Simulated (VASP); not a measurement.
# Na (Im-3m) in VASP: a series of runs

The runs below take Na through single point, with PBE.

Program: VASP 6.6.1. These are calculated values, not measurements. Logs are shortened: lines on timing, memory, paths and dates and some standing lists are left out, and cuts for length are marked.

## (1) The cell of the first run

The structure is cubic, space group Im-3m (No. 229). The conventional cell has a = 4.197 Å, b = 4.197 Å, c = 4.197 Å, α = 90.00°, β = 90.00°, γ = 90.00°. Within 4.8 Å of Na (site symmetry m-3m) lie 14 Na at 3.63 to 4.20 Å.

## (2) Single point, PBE

INCAR reads:

```
PREC = Accurate
ENCUT = 520
EDIFF = 1E-6
ISMEAR = -1
SIGMA = 0.05
LREAL = False
LASPH = True
NELM = 80
ALGO = Normal
ISIF = 2
LWAVE = False
LCHARG = True
GGA = PE
LELF = True
LVHAR = True
NBANDS = 10
```

KPOINTS reads:

```
Automatic mesh
0
Gamma
  13 13 13
```

POSCAR reads:

```
Na
1.0
   -2.0985628867      2.0985628867      2.0985628867
    2.0985628867     -2.0985628867      2.0985628867
    2.0985628867      2.0985628867     -2.0985628867
Na
1
Direct
    0.0000000000      0.0000000000      0.0000000000
```

Potentials or basis: VASP PAW PBE potentials, release 64 (Na_pv).

Launch:

```console
$ cat potpaw_PBE.64/Na_pv/POTCAR > POTCAR
$ mpirun -np 1 vasp_std > vasp.out
```

OUTCAR:

```text
PREC = Accurate
   ENCUT = 520
   EDIFF = 1E-6
   ISMEAR = -1
   LREAL = False
   LASPH = True
   NELM = 80
   ISIF = 2
   GGA = PE

 ion  position               nearest neighbor table
   1  0.000  0.000  0.000-

  LATTYP: Found a body centered cubic cell.
 ALAT       =     4.1971257734

  Lattice vectors:

 A1 = (  -2.0985628867,   2.0985628867,   2.0985628867)
 A2 = (   2.0985628867,  -2.0985628867,   2.0985628867)
 A3 = (   2.0985628867,   2.0985628867,  -2.0985628867)

Analysis of symmetry for initial positions (statically):
=====================================================================
 Subroutine PRICEL returns:
 Original cell was already a primitive cell.

 Routine SETGRP: Setting up the symmetry group for a
 body centered cubic supercell.

 Subroutine GETGRP returns: Found 48 space group operations
 (whereof 48 operations were pure point group operations)
 out of a pool of 48 trial point group operations.

The static configuration has the point symmetry O_h .

Analysis of symmetry for dynamics (positions and initial velocities):
=====================================================================
 Subroutine PRICEL returns:
 Original cell was already a primitive cell.

 Routine SETGRP: Setting up the symmetry group for a
 body centered cubic supercell.

 Subroutine GETGRP returns: Found 48 space group operations
 (whereof 48 operations were pure point group operations)
 out of a pool of 48 trial point group operations.

The dynamic configuration has the point symmetry O_h .

 Subroutine INISYM returns: Found 48 space group operations
 (whereof 48 operations are pure point group operations),
 and found     1 'primitive' translations

----------------------------------------------------------------------------------------

                                     Primitive cell

  volume of cell :      36.9680

  direct lattice vectors                    reciprocal lattice vectors
    -2.098562887  2.098562887  2.098562887     0.000000000  0.238258288  0.238258288
     2.098562887 -2.098562887  2.098562887     0.238258288  0.000000000  0.238258288
     2.098562887  2.098562887 -2.098562887     0.238258288  0.238258288  0.000000000

  length of vectors
     3.634817543  3.634817543  3.634817543     0.336948102  0.336948102  0.336948102

  position of ions in fractional coordinates (direct lattice)
     0.000000000  0.000000000  0.000000000

  ion indices of the primitive-cell ions
   primitive index   ion index
                 1           1

----------------------------------------------------------------------------------------

 KPOINTS: Automatic mesh

Automatic generation of k-mesh.
 Grid dimensions read from file:
 generate k-points for:   13   13   13

 Generating k-lattice:

  Cartesian coordinates                     Fractional coordinates (reciprocal lattice)
     0.000000000  0.018327561  0.018327561     0.076923077  0.000000000  0.000000000
     0.018327561  0.000000000  0.018327561     0.000000000  0.076923077  0.000000000
     0.018327561  0.018327561  0.000000000     0.000000000  0.000000000  0.076923077

  Length of vectors
     0.025919085  0.025919085  0.025919085

  Shift w.r.t. Gamma in fractional coordinates (k-lattice)
     0.000000000  0.000000000  0.000000000

 Subroutine IBZKPT returns following result:
 ===========================================

 Found     84 irreducible k-points:

 Following reciprocal coordinates:
            Coordinates               Weight
  0.000000  0.000000  0.000000      1.000000
  0.076923  0.000000  0.000000     12.000000
  0.153846  0.000000  0.000000     12.000000
  0.230769  0.000000  0.000000     12.000000
  0.307692  0.000000  0.000000     12.000000
  0.384615  0.000000  0.000000     12.000000
[... 16 lines left out ...]
  0.153846  0.076923  0.076923     24.000000
  0.230769  0.076923  0.076923     24.000000
 [... further k-points ...]
   k-points           NKPTS =     84   k-points in BZ     NKDIM =     84   number of bands    NBANDS=     10
   number of dos      NEDOS =    301   number of ions     NIONS =      1
   total plane-waves  NPLWV =  21952
   dimension x,y,z NGX =    28 NGY =   28 NGZ =   28
   dimension x,y,z NGXF=    56 NGYF=   56 NGZF=   56
   ions per type =               1
   NGX,Y,Z   is equivalent  to a cutoff of  12.81, 12.81, 12.81 a.u.
   NGXF,Y,Z  is equivalent  to a cutoff of  25.61, 25.61, 25.61 a.u.
 SYSTEM =  unknown system
   PREC   = accura    normal or accurate (medium, high low for compatibility)
   ISTART =      0    job   : 0-new  1-cont  2-samecut
   ICHARG =      2    charge: 1-file 2-atom 10-const
   ISPIN  =      1    spin polarized calculation?
   LNONCOLLINEAR =      F non collinear calculations
   LSORBIT =      F    spin-orbit coupling
   LASPH  =      T    aspherical Exc in radial PAW
   ENCUT  =  520.0 eV  38.22 Ry    6.18 a.u.   6.76  6.76  6.76*2*pi/ulx,y,z
   NELM   =     80;   NELMIN=  2; NELMDL= -5     # of ELM steps
   EDIFF  = 0.1E-05   stopping-criterion for ELM
   LREAL  =      F    real-space projection
   EDIFFG = 0.1E-04   stopping-criterion for IOM
   NSW    =      0    number of steps for IOM
   IBRION =     -1    ionic relax: 0-MD 1-quasi-New 2-CG
   NFREE  =      0    steps in history (QN), initial steepest desc. (CG)
   ISIF   =      2    stress and relaxation
   ISYM   =      2    0-nonsym 1-usesym 2-fastsym
   POTIM  = 0.5000    time-step for ionic-motion
   TEBEG  =    0.0;   TEEND  =   0.0 temperature during run
   PSTRESS=    0.0 pullay stress
   NELECT =       7.0000    total number of electrons
   NUPDOWN=      -1.0000    fix difference up-down
   EMIN   =  10.00;   EMAX   =-10.00  energy-range for DOS
   EFERMI =   0.00;   METHOD = LEGACY
   ISMEAR =    -1;   SIGMA  =   0.05  broadening in eV -4-tet -1-fermi 0-gaus
   EFERMI_NEDOS =   21; number of points for ismear=-14 and -15
   IALGO  =     38    algorithm
   IMIX   =      4    mixing-type and parameters
     AMIX     =   0.40;   BMIX     =  1.00
     AMIX_MAG =   1.60;   BMIX_MAG =  1.00
  volume/ion in A,a.u.               =      36.97       249.47
  Fermi-wavevector in a.u.,A,eV,Ry     =   0.940082  1.776497 12.024194  0.883753
  Thomas-Fermi vector in A             =   2.067458
   LORBIT       =      0    0 simple, 1 ext, 2 COOP (PROOUT), +10 PAW based schemes
   GGA     = PE    functional components
   LHFCALC =     F    Hartree Fock is set to
   AEXX    =    0.0000 exact exchange contribution
   IVDW    =     0    specifies the selected vdW correction
   LEPSILON=     F    determine dielectric tensor
   LRPA    =     F    only Hartree local field effects (RPA)
 non-spin polarized calculation
  energy-cutoff  :      520.00
  volume of cell :       36.97
 maximum number of plane-waves:      1009
   NGX = 13   NGY = 13   NGZ = 13

 number of electron       7.0000005 magnetization

 Free energy of the ion-electron system (eV)
  ---------------------------------------------------
  ext. energy  EPLUGINS =         0.00000000
  ---------------------------------------------------
  free energy    TOTEN  =        -1.31223008 eV

  energy without entropy =       -1.30777491  energy(sigma->0) =       -1.31000249

 E-fermi :   0.3687     XC(G=0):  -6.5096

 val. band max:        0.2971790404   @ k =  -0.3077   0.3077   0.3077
 cond. band min:       0.3908946802   @ k =  -0.3846   0.4615   0.0769
 fundamental gap:      0.0937156398
 Fermi energy:         0.3687490133

 k-point     1 :       0.0000    0.0000    0.0000
  band No.  band energies     occupation
      1     -24.5624      2.00000
      2     -24.5624      2.00000
      3     -24.5624      2.00000
      4      -2.9470      2.00000
      5      12.0873      0.00000
      6      12.0874      0.00000
      7      12.0874      0.00000
      8      13.0896      0.00000
      9      13.0896      0.00000
     10      13.6473      0.00000

 k-point     2 :       0.0769    0.0000    0.0000
  band No.  band energies     occupation
      1     -24.5645      2.00000
      2     -24.5631      2.00000
      3     -24.5624      2.00000
      4      -2.8425      2.00000
      5      10.7525      0.00000
      6      11.4420      0.00000
      7      11.6916      0.00000
      8      12.2931      0.00000
      9      12.5487      0.00000
     10      13.9621      0.00000

 k-point     3 :       0.1538    0.0000    0.0000
  band No.  band energies     occupation
      1     -24.5703      2.00000
      2     -24.5651      2.00000
      3     -24.5624      2.00000
      4      -2.5302      2.00000
      5       8.7363      0.00000
      6      10.5331      0.00000
      7      11.0320      0.00000
      8      11.4144      0.00000
      9      12.2121      0.00000
     10      14.0996      0.00000

 k-point     4 :       0.2308    0.0000    0.0000
  band No.  band energies     occupation
      1     -24.5783      2.00000
      2     -24.5678      2.00000
      3     -24.5624      2.00000
      4      -2.0140      2.00000
      5       6.8187      0.00000
      6       9.7614      0.00000
      7      10.4434      0.00000
      8      10.7025      0.00000
      9      11.7392      0.00000
     10      14.5234      0.00000

 k-point     5 :       0.3077    0.0000    0.0000
  band No.  band energies     occupation
      1     -24.5868      2.00000
      2     -24.5707      2.00000
      3     -24.5624      2.00000
      4      -1.2998      2.00000
      5       5.0500      0.00000
      6       9.1728      0.00000
      7       9.9896      0.00000
      8      10.1686      0.00000
      9      11.2728      0.00000
     10      15.1239      0.00000

 k-point     6 :       0.3846    0.0000    0.0000
  band No.  band energies     occupation
      1     -24.5939      2.00000
      2     -24.5731      2.00000
      3     -24.5623      2.00000
      4      -0.3963      2.00000
      5       3.4442      0.00000
      6       8.7777      0.00000
      7       9.6845      0.00000
      8       9.8133      0.00000
      9      10.9201      0.00000
     10      15.7742      0.00000
[... 183 lines left out ...]
 k-point    21 :       0.3077    0.3077    0.0000
  band No.  band energies     occupation
      1     -24.5897      2.00000
      2     -24.5842      2.00000
      3     -24.5668      2.00000
      4       1.7980      0.00000
      5       2.8351      0.00000
      6       3.6360      0.00000
      7       8.3577      0.00000
      8      12.7107      0.00000
      9      13.2978      0.00000
     10      14.7012      0.00000

 k-point    22 :       0.0769    0.0769    0.0769
  band No.  band energies     occupation
      1     -24.5743      2.00000
      2     -24.5639      2.00000
      3     -24.5639      2.00000
      4      -2.3231      2.00000
      5       8.6629      0.00000
      6       8.6629      0.00000
      7       9.8128      0.00000
      8      13.1971      0.00000
      9      13.1971      0.00000
     10      14.2603      0.00000

 k-point    23 :       0.1538    0.0769    0.0769
  band No.  band energies     occupation
      1     -24.5812      2.00000
      2     -24.5667      2.00000
      3     -24.5640      2.00000
      4      -1.8089      2.00000
      5       6.9195      0.00000
      6       7.9024      0.00000
      7       8.9937      0.00000
      8      12.8999      0.00000
      9      13.2780      0.00000
     10      14.7609      0.00000

 k-point    24 :       0.2308    0.0769    0.0769
  band No.  band energies     occupation
      1     -24.5878      2.00000
      2     -24.5703      2.00000
      3     -24.5641      2.00000
      4      -1.0976      2.00000
      5       5.2040      0.00000
      6       7.3315      0.00000
      7       8.4246      0.00000
      8      12.3897      0.00000
      9      13.0497      0.00000
     10      15.2985      0.00000

 [... further k-points ...]

------------------------ aborting loop because EDIFF is reached ----------------------------------------

  FORCE on cell =-STRESS in cart. coord.  units (eV):
  Direction    XX          YY          ZZ          XY          YZ          ZX
  --------------------------------------------------------------------------------------
  -------------------------------------------------------------------------------------
  Total       -0.0054477     -0.0054477     -0.0054477     -0.0000000     -0.0000000      0.0000000
  in kB       -0.2360990     -0.2360990     -0.2360990     -0.0000000     -0.0000000      0.0000000
  external PRESSURE =      -0.2360990 kB  Pullay stress =       0.0000000 kB

 VOLUME and BASIS-vectors are now :
 -----------------------------------------------------------------------------
  energy-cutoff  :      520.00
  volume of cell :       36.97
      direct lattice vectors                 reciprocal lattice vectors
    -2.098562887  2.098562887  2.098562887     0.000000000  0.238258288  0.238258288
     2.098562887 -2.098562887  2.098562887     0.238258288  0.000000000  0.238258288
     2.098562887  2.098562887 -2.098562887     0.238258288  0.238258288  0.000000000

 POSITION                                       TOTAL-FORCE (eV/Angst)
 -----------------------------------------------------------------------------------
      0.00000      0.00000      0.00000        -0.000000      0.000000      0.000000
 -----------------------------------------------------------------------------------
    total drift:                               -0.000000     -0.000000     -0.000000

  FREE ENERGIE OF THE ION-ELECTRON SYSTEM (eV)
  ---------------------------------------------------
  free  energy   TOTEN  =        -1.3122300769 eV

  energy  without entropy=       -1.3077749128  energy(sigma->0) =       -1.31000249
```

Wall time 18 s (1 thread of Intel Xeon 8259CL, shared host); peak memory 0.16 GiB.

Results:

* Free energy: -1.3122 eV
* Pressure: 0.0 GPa
* Band gap on the k mesh: zero (an odd number of electrons rules out a gap without spin polarisation)

## (3) Single point, PBE (36.97 Å³/atom)

INCAR reads:

```
SYSTEM = Na
ALGO     = Normal         ! electronic algorithm
EDIFF    = 1E-6           ! SCF threshold, eV
ENCUT    = 520            ! plane-wave cutoff, eV
GGA      = PE             ! functional
ISIF     = 2              ! what is computed and relaxed
ISMEAR   = -1             ! smearing method
LASPH    = .TRUE.         ! aspherical terms in the spheres
LCHARG   = .FALSE.        ! write CHGCAR
LREAL    = .FALSE.        ! projectors in reciprocal space
LWAVE    = .FALSE.        ! write WAVECAR
NBANDS   = 10             ! bands
NELM     = 60             ! most SCF steps
PREC     = Accurate       ! precision mode
SIGMA    = 0.05           ! smearing width, eV
```

KPOINTS reads:

```
k-points
0
G
  13 13 13
  0 0 0
```

POSCAR is that of step 2.

Potentials or basis: VASP PAW PBE potentials, release 64 (Na_pv).

Launch:

```console
$ cat potpaw_PBE.64/Na_pv/POTCAR > POTCAR
$ mpirun -np 1 vasp_std > vasp.out
```

It took 21 s on 1 thread of Intel Xeon 8259CL, shared host; peak memory 0.16 GiB.

The run converged. Its results:

```yaml
Free_energy: -1.3122 eV
Pressure: 0.0 GPa
Band_gap_on_the_k_mesh: zero (an odd number of electrons rules out a gap without spin polarisation)
```

Levels at points of the mesh, in eV from the Fermi level:
```tsv
k point	band 1	band 2	band 3	band 4	band 5	band 6	band 7	band 8
(0.00, 0.00, 0.00)	-24.93	-24.93	-24.93	-3.32	11.72	11.72	11.72	12.72
```
